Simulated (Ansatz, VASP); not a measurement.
**Al in VASP and in Ansatz**

```
Al
1.0
     0.00000    1.99263    1.99263
     1.99263    0.00000    1.99263
     1.99263    1.99263    0.00000
Al
1
Direct
  0.00000 0.00000 0.00000
```

Alike in both runs: functional PBE; dispersion D4; k mesh 18 × 18 × 18; occupations gaussian, width 0.1 eV; no spin polarisation.

Ansatz relaxed the structure, and its values are those at the end. VASP's run is a single point on that final structure, the one shown.

|  | VASP | Ansatz |
| --- | --- | --- |
| version | VASP 6.6.1 | Ansatz 0.2.0 |
| potentials or method | VASP PAW PBE potentials, release 64 (Al), cutoff 500 eV | scalar-relativistic, plane waves, PAW |
| valence electrons in the cell | 3 | 3 |

```tsv
	VASP	Ansatz	Ansatz less VASP
gap on the k mesh at the Fermi level (eV)	none	none	-
pressure (GPa)	0.0	0.0	+0.01
```

A gap of «none» marks a metal or a gap that the smearing closes.
